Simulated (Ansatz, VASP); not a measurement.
## Two plane-wave programs on Se

```xyz
1
Lattice="2.8106 0.0000 0.0000 0.0000 2.8106 0.0000 0.0000 0.0000 2.8106" Properties=species:S:1:pos:R:3 pbc="T T T"
Se    0.0000    0.0000    0.0000
```

Alike in both runs: task relaxation of cell and atoms; functional r2SCAN; k mesh 9 × 9 × 9; occupations fermi-dirac, width 0.05 eV; no spin polarisation.

```csv
,VASP,Ansatz
version,VASP 6.6.1,Ansatz 0.2.0
potentials or method,"VASP PAW PBE potentials, release 64 (Se)",Ansatz PAW
plane-wave cutoff (eV),600,500
valence electrons in the cell,6,16
```

```tsv
	VASP	Ansatz	Ansatz less VASP
gap on the k mesh at the Fermi level, each at its own relaxed structure (eV)	none	none	-
relaxed volume (Å³/atom)	22.41	22.44	+0.029
relaxed cell length with the largest relative difference (Å)	2.820	2.821	+0.0012
```

VASP's potentials were made for PBE, not for r2SCAN. A gap of «none» marks a metal or a gap that the smearing closes. VASP's potentials hold 6 valence electrons a cell and Ansatz's 16, so a difference there can come from the potentials and not from the codes.

Noted on Ansatz's run: the plane-wave basis is chosen anew once the cell has moved, so the energies of steps on either side of that aren't comparable.
